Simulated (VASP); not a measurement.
# AlInH4 (F-43m) in VASP: notebook, part 3 of 3

VASP 6.6.1. The steps go on from the part before.

**6. Relaxation of cell and atoms, PBE**

This run uses another cell than the first one, of 17.45 Å³/atom.

Input file INCAR:

```
SYSTEM = AlInH4
  PREC = Accurate
  ENCUT = 600
  EDIFF = 1E-7
  ISMEAR = 0
  SIGMA = 0.02
  LREAL = .FALSE.
  LASPH = .TRUE.
  NELM = 80
  ALGO = Normal
  ISIF = 3
  LWAVE = .FALSE.
  LCHARG = .FALSE.
  GGA = PE
  IBRION = 2
  NSW = 100
  EDIFFG = -0.01
```

Input file KPOINTS:

```
regular mesh
0
G
  6 6 6
  0 0 0
```

Input file POSCAR:

```
AlInH4
1.0
    0.0000000000      3.7409120317      3.7409120317
    3.7409120317      0.0000000000      3.7409120317
    3.7409120317      3.7409120317      0.0000000000
Al In H
1 1 4
Direct
    0.5000000000      0.5000000000      0.5000000000
    0.2500000000      0.2500000000      0.2500000000
    0.6263415246      0.1209754261      0.6263415246
    0.6263415246      0.6263415246      0.6263415246
    0.1209754261      0.6263415246      0.6263415246
    0.6263415246      0.6263415246      0.1209754261
```

Potentials or basis: VASP PAW PBE potentials, release 64 (Al, In_d, H).

On the command line:

```sh
cat potpaw_PBE.64/Al/POTCAR potpaw_PBE.64/In_d/POTCAR potpaw_PBE.64/H/POTCAR > POTCAR
mpirun -np 1 vasp_std > vasp.out
```

OUTCAR:

```text
SYSTEM = AlInH4
   PREC = Accurate
   ENCUT = 600
   EDIFF = 1E-7
   ISMEAR = 0
   LREAL = .FALSE.
   LASPH = .TRUE.
   NELM = 80
   ISIF = 3
   GGA = PE
   IBRION = 2
   NSW = 100
   EDIFFG = -0.01

 ion  position               nearest neighbor table
   1  0.500  0.500  0.500-   4 1.64   3 1.64   5 1.64   6 1.64   2 3.24   2 3.24   2 3.24   2 3.24

   2  0.250  0.250  0.250-   1 3.24   1 3.24   1 3.24   1 3.24
   3  0.626  0.121  0.626-   1 1.64
   4  0.626  0.626  0.626-   1 1.64
   5  0.121  0.626  0.626-   1 1.64
   6  0.626  0.626  0.121-   1 1.64

  LATTYP: Found a face centered cubic cell.
 ALAT       =     7.4818240634

  Lattice vectors:

 A1 = (   0.0000000000,   3.7409120317,   3.7409120317)
 A2 = (   3.7409120317,   0.0000000000,   3.7409120317)
 A3 = (   3.7409120317,   3.7409120317,   0.0000000000)

Analysis of symmetry for initial positions (statically):
=====================================================================
 Subroutine PRICEL returns:
 Original cell was already a primitive cell.

 Routine SETGRP: Setting up the symmetry group for a
 face centered cubic supercell.

 Subroutine GETGRP returns: Found 24 space group operations
 (whereof 24 operations were pure point group operations)
 out of a pool of 48 trial point group operations.

The static configuration has the point symmetry T_d .

Analysis of symmetry for dynamics (positions and initial velocities):
=====================================================================
 Subroutine PRICEL returns:
 Original cell was already a primitive cell.

 Routine SETGRP: Setting up the symmetry group for a
 face centered cubic supercell.

 Subroutine GETGRP returns: Found 24 space group operations
 (whereof 24 operations were pure point group operations)
 out of a pool of 48 trial point group operations.

The dynamic configuration has the point symmetry T_d .

 Subroutine INISYM returns: Found 24 space group operations
 (whereof 24 operations are pure point group operations),
 and found     1 'primitive' translations
[... 107 lines left out ...]
   EMIN   =  10.00;   EMAX   =-10.00  energy-range for DOS
   EFERMI =   0.00;   METHOD = LEGACY
   ISMEAR =     0;   SIGMA  =   0.02  broadening in eV -4-tet -1-fermi 0-gaus
   EFERMI_NEDOS =   21; number of points for ismear=-14 and -15
   IALGO  =     38    algorithm
   IMIX   =      4    mixing-type and parameters
     AMIX     =   0.40;   BMIX     =  1.00
     AMIX_MAG =   1.60;   BMIX_MAG =  1.00
  volume/ion in A,a.u.               =      17.45       117.76
  Fermi-wavevector in a.u.,A,eV,Ry     =   0.942824  1.781679 12.094454  0.888917
  Thomas-Fermi vector in A             =   2.070471
   LORBIT       =      0    0 simple, 1 ext, 2 COOP (PROOUT), +10 PAW based schemes
   GGA     = PE    functional components
   LHFCALC =     F    Hartree Fock is set to
   AEXX    =    0.0000 exact exchange contribution
   IVDW    =     0    specifies the selected vdW correction
   LEPSILON=     F    determine dielectric tensor
   LRPA    =     F    only Hartree local field effects (RPA)
 conjugate gradient relaxation of ions
 non-spin polarized calculation
 Gauss-broadening in eV      SIGMA  =   0.02
  energy-cutoff  :      600.00
  volume of cell :      104.70
 maximum number of plane-waves:      3515
   NGX = 21   NGY = 21   NGZ = 21

--------------------------------------- Ionic step        1  -------------------------------------------

 number of electron      20.0000001 magnetization

 Free energy of the ion-electron system (eV)
  ---------------------------------------------------
  ext. energy  EPLUGINS =         0.00000000
  ---------------------------------------------------
  free energy    TOTEN  =       -18.30479318 eV

  energy without entropy =      -18.30479318  energy(sigma->0) =      -18.30479318

------------------------ aborting loop because EDIFF is reached ----------------------------------------

  FORCE on cell =-STRESS in cart. coord.  units (eV):
  Direction    XX          YY          ZZ          XY          YZ          ZX
  --------------------------------------------------------------------------------------
  -------------------------------------------------------------------------------------
  Total        0.1452703      0.1452703      0.1452703      0.0000000     -0.0000000      0.0000000
  in kB        2.2229259      2.2229259      2.2229259      0.0000000     -0.0000000      0.0000000
  external PRESSURE =       2.2229259 kB  Pullay stress =       0.0000000 kB
[... 307 lines left out ...]
--------------------------------------- Ionic step        9  -------------------------------------------

 number of electron      19.9999992 magnetization

 Free energy of the ion-electron system (eV)
  ---------------------------------------------------
  ext. energy  EPLUGINS =         0.00000000
  ---------------------------------------------------
  free energy    TOTEN  =       -18.30816418 eV

  energy without entropy =      -18.30816418  energy(sigma->0) =      -18.30816418

 E-fermi :  -0.6989     XC(G=0):  -7.0600

 val. band max:       -0.7955426745   @ k =  -0.3333   0.3333   0.1667
 cond. band min:       2.4083418760   @ k =   0.0000   0.0000   0.0000
 fundamental gap:      3.2038845506
 Fermi energy:        -0.6988623874

 k-point     1 :       0.0000    0.0000    0.0000
  band No.  band energies     occupation
      1     -14.0411      2.00000
      2     -14.0411      2.00000
      3     -14.0411      2.00000
      4     -14.0203      2.00000
      5     -14.0203      2.00000
      6      -6.8190      2.00000
      7      -1.3762      2.00000
      8      -1.3762      2.00000
      9      -1.3762      2.00000
     10      -1.3281      2.00000
     11       2.4083      0.00000
     12       2.4083      0.00000
     13       2.4083      0.00000
     14       4.7862      0.00000
[... 286 lines left out ...]
  FREE ENERGIE OF THE ION-ELECTRON SYSTEM (eV)
  ---------------------------------------------------
  free  energy   TOTEN  =       -18.3081641798 eV

  energy  without entropy=      -18.3081641798  energy(sigma->0) =      -18.30816418

 reached required accuracy - stopping structural energy minimisation
```

CONTCAR:

```text
AlInH4
   1.00000000000000
    -0.0000000000000000    3.7840527471070451    3.7840527471070451
     3.7840527471070451   -0.0000000000000000    3.7840527471070451
     3.7840527471070451    3.7840527471070451    0.0000000000000000
  Al              In              H
     1     1     4
Direct
     0.5000000000000000    0.5000000000000000    0.5000000000000000
     0.2500000000000000    0.2500000000000000    0.2500000000000000
     0.6248042115744222    0.1255873651767383    0.6248042115744222
     0.6248042115744222    0.6248042115744222    0.6248042115744222
     0.1255873651767383    0.6248042115744222    0.6248042115744222
     0.6248042115744222    0.6248042115744222    0.1255873651767383

  0.00000000E+00  0.00000000E+00  0.00000000E+00
  0.00000000E+00  0.00000000E+00  0.00000000E+00
  0.00000000E+00  0.00000000E+00  0.00000000E+00
  0.00000000E+00  0.00000000E+00  0.00000000E+00
  0.00000000E+00  0.00000000E+00  0.00000000E+00
  0.00000000E+00  0.00000000E+00  0.00000000E+00
```

Wall time 2.2 min (1 thread of AMD EPYC 7R13 (Zen 3), shared host); peak memory 0.26 GiB.

What came out:

```
Free energy                           : -18.3082 eV
Relaxed volume                        : 18.06 Å³/atom
Relaxed cell                          : a = 5.351 Å, b = 5.351 Å, c = 5.351 Å, α = 60.00°, β = 60.00°, γ = 60.00°
Space group after relaxing (to 0.1 Å) : F-43m (No. 216)
Energy gained by relaxing             : 0.6 meV/atom
Ionic steps                           : 9
Pressure after relaxing               : 0.0 GPa
Band gap on the k mesh                : 3.20 eV (least direct gap 3.38 eV)
```

Step by step:
```
step  energy change (eV)  largest force (eV/Å)  pressure (GPa)  volume (Å³)
   1              0.0000                0.0205            0.22       104.70
   2             -0.0006                0.0301            0.17       105.07
   3             -0.0016                0.0585           -0.02       106.18
   4             -0.0010                0.1141           -0.36       108.42
   5             -0.0018                0.0764           -0.13       106.90
   6             -0.0021                0.0677           -0.11       107.07
   7             -0.0029                0.0412           -0.07       107.58
   8             -0.0033                0.0129            0.02       108.61
   9             -0.0034                0.0002            0.00       108.37
```

Final structure:
```
Al In H
1.0
     0.00000    3.78405    3.78405
     3.78405    0.00000    3.78405
     3.78405    3.78405    0.00000
Al In H
1 1 4
Direct
  0.50000 0.50000 0.50000
  0.25000 0.25000 0.25000
  0.62480 0.12559 0.62480
  0.62480 0.62480 0.62480
  0.12559 0.62480 0.62480
  0.62480 0.62480 0.12559
```

Caveat: spin-orbit coupling is left out, which moves the levels of the heavy elements. A k mesh can miss the band edges.

**7. Summary**

| task | cell | k mesh | cutoff (eV) | smearing | gap on the mesh (eV) | pressure (GPa) | relaxed volume (Å³/atom) | largest force (eV/Å) |
| --- | --- | --- | --- | --- | --- | --- | --- | --- |
| single point | a = 4.826 Å, angles 60.0°, 6 atoms, atomic positions A | 4 × 4 × 4 | 520 | gaussian 0.1 eV | 0.32 | -5.7 | - | 1.48 |
| single point | a = 5.290 Å, angles 60.0°, 6 atoms, atomic positions B | 4 × 4 × 4 | 520 | gaussian 0.1 eV | 3.12 | 0.2 | - | 0.02 |
| single point | a = 5.352 Å, angles 60.0°, 6 atoms, atomic positions C | 6 × 6 × 6 | 520 | gaussian 0.02 eV | 3.20 | -0.1 | - | - |
| relaxation of cell and atoms | relaxed from a = 4.826 Å, angles 60.0°, 6 atoms, atomic positions A | 4 × 4 × 4 | 600 | gaussian 0.1 eV | 3.14 | -0.1 | 17.84 | 0.02 |
| relaxation of cell and atoms | relaxed from a = 5.290 Å, angles 60.0°, 6 atoms, atomic positions B | 6 × 6 × 6 | 600 | gaussian 0.02 eV | 3.20 | 0.0 | 18.06 | - |

Alike in all rows: level PBE; potentials or basis VASP PAW PBE potentials, release 64 (Al, In_d, H); no spin polarisation.

Caveats: spin-orbit coupling is left out, which moves the levels of the heavy elements; the cell stands under tension (at least some runs); forces of over 1 eV/Å act on the atoms, so gaps and moduli don't describe the material at rest (at least some runs); the volume moved by over 15 % at a fixed basis, so the end points are rough (at least some runs).

Absolute energies hang on the potentials; compare differences alone.
